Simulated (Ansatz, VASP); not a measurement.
# CdS in VASP and in Ansatz

INCAR

```
PREC = Accurate
ENCUT = 520
EDIFF = 1E-6
ISMEAR = -1
SIGMA = 0.02
LREAL = F
LASPH = T
NELM = 60
ALGO = Normal
ISIF = 2
LWAVE = F
LCHARG = T
GGA = PE
LELF = T
LVHAR = T
NBANDS = 16
```

The input KPOINTS:

```
regular mesh
0
Gamma
  7 7 7
```

POSCAR

```
CdS
1.0
    0.0000000000      2.9624437910      2.9624437910
    2.9624437910      0.0000000000      2.9624437910
    2.9624437910      2.9624437910      0.0000000000
Cd S
1 1
Direct
    0.0000000000      0.0000000000      0.0000000000
    0.7500000000      0.7500000000      0.7500000000
```

Input for Ansatz:

```yaml
crystal:
  lattice:
    - [0.0, 2.962443791, 2.962443791]
    - [2.962443791, 0.0, 2.962443791]
    - [2.962443791, 2.962443791, 0.0]
  atoms:
    - { symbol: Cd, position: [0.0, 0.0, 0.0] }
    - { symbol: S, position: [0.75, 0.75, 0.75] }
kpoints:
  mp_grid: { grid: [7, 7, 7] }
scf:
  occupations: { method: fermi_dirac, width: 0.02 }
hamiltonian:
  xc: pbe
  pseudopotentials: { kind: all_electron, lapw: { basis_error: 0.0005 } }
output:
  forces: true
  stress: true
  eigenvalues: true
```

Change from the starting cell: volume scaled by 1.02.

Alike in both runs: task single point; functional PBE; k mesh 7 × 7 × 7; occupations fermi-dirac, width 0.02 eV; no spin polarisation.

```csv
,VASP,Ansatz
version,VASP 6.6.1,Ansatz 0.2.0
potentials or method,"VASP PAW PBE potentials, release 64 (Cd, S), cutoff 520 eV","all-electron LAPW, scalar-relativistic"
```

|  | VASP | Ansatz | Ansatz less VASP |
| --- | --- | --- | --- |
| gap on the k mesh at the Fermi level (eV) | 1.04 | 1.04 | -0.002 |
| pressure (GPa) | 0.3 | 0.1 | -0.26 |

Ansatz ran all-electron here, and VASP with PAW potentials.
